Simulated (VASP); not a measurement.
# HfN (P1) in VASP: single point with PBE

Aim: the single point of HfN with PBE.

Program: VASP 6.6.1. These are calculated values, not measurements. Logs are shortened: lines on timing, memory, paths and dates and some standing lists are left out, and cuts for length are marked.

## Step 1: The cell of the first run

The typed cell holds 4 atoms: a = 3.134 Å, b = 3.134 Å, c = 5.417 Å, α = 90.00°, β = 90.00°, γ = 120.00°.

## Step 2: Single point, PBE

File INCAR:

```
PREC = Accurate ; ENCUT = 520
EDIFF = 1E-6 ; ISMEAR = 0
SIGMA = 0.05 ; LREAL = F
LASPH = T ; NELM = 80
ALGO = Normal ; ISIF = 2
LWAVE = F ; LCHARG = F
GGA = PE ; NBANDS = 23
```

File KPOINTS:

```
Automatic mesh
0
Gamma
  12 12 6
```

File POSCAR:

```
HfN
1.0
    3.1339080219      0.0000000000      0.0000000000
   -1.5669540110      2.7140439601      0.0000000000
    0.0000000000      0.0000000000      5.4167677200
Hf N
2 2
Direct
    0.6666666700      0.3333333300      0.7500000000
    0.3333333300      0.6666666700      0.2500000000
    0.0091324905     -0.0320684828      0.0172237592
    0.0000000000      0.0000000000      0.5000000000
```

Potentials or basis: VASP PAW PBE potentials, release 64 (Hf_pv, N).

Started as:

```bash
$ cat potpaw_PBE.64/Hf_pv/POTCAR potpaw_PBE.64/N/POTCAR > POTCAR
$ mpirun -np 1 vasp_std > vasp.out
```

OUTCAR:

```text
PREC = Accurate
   ENCUT = 520
   EDIFF = 1E-6
   ISMEAR = 0
   LREAL = F
   LASPH = T
   NELM = 80
   ISIF = 2
   GGA = PE

 ion  position               nearest neighbor table
   1  0.667  0.333  0.750-   3 2.25   4 2.26   4 2.26   4 2.26   3 2.30   3 2.41   2 3.26   2 3.26
                             2 3.26   2 3.26   2 3.26   2 3.26
   2  0.333  0.667  0.250-   3 2.11   3 2.23   4 2.26   4 2.26   4 2.26   3 2.28   1 3.26   1 3.26
                             1 3.26   1 3.26   1 3.26   1 3.26
   3  0.009  0.968  0.017-   2 2.11   2 2.23   1 2.25   2 2.28   1 2.30   1 2.41
   4  0.000  0.000  0.500-   1 2.26   2 2.26   1 2.26   2 2.26   1 2.26   2 2.26

  LATTYP: Found a hexagonal cell.
 ALAT       =     3.1339080219
 C/A-ratio  =     1.7284386402

  Lattice vectors:

 A1 = (   3.1339080219,   0.0000000000,   0.0000000000)
 A2 = (  -1.5669540110,   2.7140439601,   0.0000000000)
 A3 = (   0.0000000000,   0.0000000000,   5.4167677200)

Analysis of symmetry for initial positions (statically):
=====================================================================
 Subroutine PRICEL returns:
 Original cell was already a primitive cell.

 Routine SETGRP: Setting up the symmetry group for a
 hexagonal supercell.

 Subroutine GETGRP returns: Found  1 space group operations
 (whereof  1 operations were pure point group operations)
 out of a pool of 24 trial point group operations.

The static configuration has the point symmetry C_1 .

Analysis of symmetry for dynamics (positions and initial velocities):
=====================================================================
 Subroutine PRICEL returns:
 Original cell was already a primitive cell.

 Routine SETGRP: Setting up the symmetry group for a
 hexagonal supercell.

 Subroutine GETGRP returns: Found  1 space group operations
 (whereof  1 operations were pure point group operations)
 out of a pool of 24 trial point group operations.

The dynamic configuration has the point symmetry C_1 .

 Subroutine INISYM returns: Found  1 space group operations
 (whereof  1 operations are pure point group operations),
 and found     1 'primitive' translations

----------------------------------------------------------------------------------------

                                     Primitive cell

  volume of cell :      46.0727

  direct lattice vectors                    reciprocal lattice vectors
     3.133908022  0.000000000  0.000000000     0.319090411  0.184226935  0.000000000
    -1.566954011  2.714043960  0.000000000     0.000000000  0.368453870  0.000000000
     0.000000000  0.000000000  5.416767720     0.000000000  0.000000000  0.184611940

  length of vectors
     3.133908022  3.133908022  5.416767720     0.368453870  0.368453870  0.184611940

  position of ions in fractional coordinates (direct lattice)
     0.666666670  0.333333330  0.750000000
     0.333333330  0.666666670  0.250000000
     0.009132491  0.967931517  0.017223759
     0.000000000  0.000000000  0.500000000

  ion indices of the primitive-cell ions
   primitive index   ion index
                 1           1
                 2           2
                 3           3
                 4           4

----------------------------------------------------------------------------------------

 KPOINTS: Automatic mesh

Automatic generation of k-mesh.
 Grid dimensions read from file:
 generate k-points for:   12   12    6

 Generating k-lattice:

  Cartesian coordinates                     Fractional coordinates (reciprocal lattice)
     0.026590868  0.015352245  0.000000000     0.083333333  0.000000000  0.000000000
     0.000000000  0.030704489  0.000000000     0.000000000  0.083333333  0.000000000
     0.000000000  0.000000000  0.030768657     0.000000000  0.000000000  0.166666667

  Length of vectors
     0.030704489  0.030704489  0.030768657

  Shift w.r.t. Gamma in fractional coordinates (k-lattice)
     0.000000000  0.000000000  0.000000000

 Subroutine IBZKPT returns following result:
 ===========================================

 Found    436 irreducible k-points:

 Following reciprocal coordinates:
            Coordinates               Weight
  0.000000  0.000000  0.000000      1.000000
  0.083333  0.000000  0.000000      2.000000
  0.000000  0.083333  0.000000      2.000000
 -0.083333  0.083333  0.000000      2.000000
  0.166667  0.000000  0.000000      2.000000
  0.000000  0.166667  0.000000      2.000000
[... 16 lines left out ...]
  0.166667  0.083333  0.000000      2.000000
 -0.083333  0.250000  0.000000      2.000000
 [... further k-points ...]
   k-points           NKPTS =    436   k-points in BZ     NKDIM =    436   number of bands    NBANDS=     23
   number of dos      NEDOS =    301   number of ions     NIONS =      4
   total plane-waves  NPLWV =  23040
   dimension x,y,z NGX =    24 NGY =   24 NGZ =   40
   dimension x,y,z NGXF=    48 NGYF=   48 NGZF=   80
   ions per type =               2   2
   NGX,Y,Z   is equivalent  to a cutoff of  12.73, 12.73, 12.28 a.u.
   NGXF,Y,Z  is equivalent  to a cutoff of  25.46, 25.46, 24.55 a.u.
 SYSTEM =  unknown system
   PREC   = accura    normal or accurate (medium, high low for compatibility)
   ISTART =      0    job   : 0-new  1-cont  2-samecut
   ICHARG =      2    charge: 1-file 2-atom 10-const
   ISPIN  =      1    spin polarized calculation?
   LNONCOLLINEAR =      F non collinear calculations
   LSORBIT =      F    spin-orbit coupling
   LASPH  =      T    aspherical Exc in radial PAW
   ENCUT  =  520.0 eV  38.22 Ry    6.18 a.u.   5.83  5.83 10.07*2*pi/ulx,y,z
   NELM   =     80;   NELMIN=  2; NELMDL= -5     # of ELM steps
   EDIFF  = 0.1E-05   stopping-criterion for ELM
   LREAL  =      F    real-space projection
   EDIFFG = 0.1E-04   stopping-criterion for IOM
   NSW    =      0    number of steps for IOM
   IBRION =     -1    ionic relax: 0-MD 1-quasi-New 2-CG
   NFREE  =      0    steps in history (QN), initial steepest desc. (CG)
   ISIF   =      2    stress and relaxation
   ISYM   =      2    0-nonsym 1-usesym 2-fastsym
   POTIM  = 0.5000    time-step for ionic-motion
   TEBEG  =    0.0;   TEEND  =   0.0 temperature during run
   PSTRESS=    0.0 pullay stress
   NELECT =      30.0000    total number of electrons
   NUPDOWN=      -1.0000    fix difference up-down
   EMIN   =  10.00;   EMAX   =-10.00  energy-range for DOS
   EFERMI =   0.00;   METHOD = LEGACY
   ISMEAR =     0;   SIGMA  =   0.05  broadening in eV -4-tet -1-fermi 0-gaus
   EFERMI_NEDOS =   21; number of points for ismear=-14 and -15
   IALGO  =     38    algorithm
   IMIX   =      4    mixing-type and parameters
     AMIX     =   0.40;   BMIX     =  1.00
     AMIX_MAG =   1.60;   BMIX_MAG =  1.00
  volume/ion in A,a.u.               =      11.52        77.73
  Fermi-wavevector in a.u.,A,eV,Ry     =   1.418951  2.681429 27.394278  2.013423
  Thomas-Fermi vector in A             =   2.540023
   LORBIT       =      0    0 simple, 1 ext, 2 COOP (PROOUT), +10 PAW based schemes
   GGA     = PE    functional components
   LHFCALC =     F    Hartree Fock is set to
   AEXX    =    0.0000 exact exchange contribution
   IVDW    =     0    specifies the selected vdW correction
   LEPSILON=     F    determine dielectric tensor
   LRPA    =     F    only Hartree local field effects (RPA)
 non-spin polarized calculation
 Gauss-broadening in eV      SIGMA  =   0.05
  energy-cutoff  :      520.00
  volume of cell :       46.07
 maximum number of plane-waves:      1275
   NGX = 11   NGY = 11   NGZ = 21

 number of electron      30.0000000 magnetization

 Free energy of the ion-electron system (eV)
  ---------------------------------------------------
  ext. energy  EPLUGINS =         0.00000000
  ---------------------------------------------------
  free energy    TOTEN  =       -43.24762096 eV

  energy without entropy =      -43.24598395  energy(sigma->0) =      -43.24680245

 E-fermi :   7.8723     XC(G=0): -12.7396

 val. band max:        7.8660448226   @ k =  -0.0833  -0.0833   0.3333
 cond. band min:       7.8750196418   @ k =  -0.3333   0.5000   0.5000
 fundamental gap:      0.0089748192
 Fermi energy:         7.8722784239

 k-point     1 :       0.0000    0.0000    0.0000
  band No.  band energies     occupation
      1     -23.7826      2.00000
      2     -22.9185      2.00000
      3     -22.8318      2.00000
      4     -22.8282      2.00000
      5     -22.7429      2.00000
      6     -22.7274      2.00000
[... 15 lines left out ...]
     22      13.5648      0.00000
     23      13.6344      0.00000

 k-point     2 :       0.0833    0.0000    0.0000
  band No.  band energies     occupation
      1     -23.7578      2.00000
      2     -22.9209      2.00000
      3     -22.8886      2.00000
      4     -22.8464      2.00000
      5     -22.7932      2.00000
      6     -22.7445      2.00000
[... 15 lines left out ...]
     22      13.3364      0.00000
     23      13.5263      0.00000

 k-point     3 :       0.0000    0.0833    0.0000
  band No.  band energies     occupation
      1     -23.7579      2.00000
      2     -22.9220      2.00000
      3     -22.8890      2.00000
      4     -22.8452      2.00000
      5     -22.7904      2.00000
      6     -22.7466      2.00000
[... 15 lines left out ...]
     22      13.3269      0.00000
     23      13.5606      0.00000
[... 495 lines left out ...]
 k-point    23 :       0.1667    0.0833    0.0000
  band No.  band energies     occupation
      1     -23.6232      2.00000
      2     -23.1732      2.00000
      3     -23.0804      2.00000
      4     -22.9409      2.00000
      5     -22.9111      2.00000
      6     -22.8121      2.00000
[... 15 lines left out ...]
     22      12.6943      0.00000
     23      12.8849      0.00000

 k-point    24 :      -0.0833    0.2500    0.0000
  band No.  band energies     occupation
      1     -23.6239      2.00000
      2     -23.1703      2.00000
      3     -23.0928      2.00000
      4     -22.9359      2.00000
      5     -22.9121      2.00000
      6     -22.8061      2.00000
[... 15 lines left out ...]
     22      12.7137      0.00000
     23      12.8617      0.00000

 [... further k-points ...]

------------------------ aborting loop because EDIFF is reached ----------------------------------------

  FORCE on cell =-STRESS in cart. coord.  units (eV):
  Direction    XX          YY          ZZ          XY          YZ          ZX
  --------------------------------------------------------------------------------------
  -------------------------------------------------------------------------------------
  Total        1.8561507      1.3410307      1.5555610     -0.2931429     -0.1121372      0.3606027
  in kB       64.5476553     46.6343548     54.0946468    -10.1940485     -3.8995716     12.5399630
  external PRESSURE =      55.0922190 kB  Pullay stress =       0.0000000 kB

 VOLUME and BASIS-vectors are now :
 -----------------------------------------------------------------------------
  energy-cutoff  :      520.00
  volume of cell :       46.07
      direct lattice vectors                 reciprocal lattice vectors
     3.133908022  0.000000000  0.000000000     0.319090411  0.184226935  0.000000000
    -1.566954011  2.714043960  0.000000000     0.000000000  0.368453870  0.000000000
     0.000000000  0.000000000  5.416767720     0.000000000  0.000000000  0.184611940

 POSITION                                       TOTAL-FORCE (eV/Angst)
 -----------------------------------------------------------------------------------
      1.56695      0.90468      4.06258         0.274908     -0.318761      0.281735
     -0.00000      1.80936      1.35419         0.613128     -0.548626      0.683070
     -1.48808      2.62701      0.09330        -1.001446      1.008771     -1.537227
      0.00000      0.00000      2.70838         0.113411     -0.141383      0.572422
 -----------------------------------------------------------------------------------
    total drift:                               -0.000020      0.000029     -0.000092

  FREE ENERGIE OF THE ION-ELECTRON SYSTEM (eV)
  ---------------------------------------------------
  free  energy   TOTEN  =       -43.2476209558 eV

  energy  without entropy=      -43.2459839521  energy(sigma->0) =      -43.24680245
```

It took 7.5 min on 1 thread of Intel Xeon 8259CL, shared host; peak memory 0.48 GiB.

Results:

```
Free energy            : -43.2476 eV
Pressure               : 5.5 GPa
Largest force          : 2.094 eV/Å
Band gap on the k mesh : zero (bands 15 and 16 overlap by 1.92 eV)
```

Forces in eV/Å, atoms in the order of the input:
```
Hf   0.275 -0.319  0.282
Hf   0.613 -0.549  0.683
N   -1.001  1.009 -1.537
N    0.113 -0.141  0.572
```

Caveat: the cell stands under pressure; spin-orbit coupling is left out, which moves the levels of the heavy elements; forces of over 1 eV/Å act on the atoms, so gaps and moduli don't describe the material at rest.
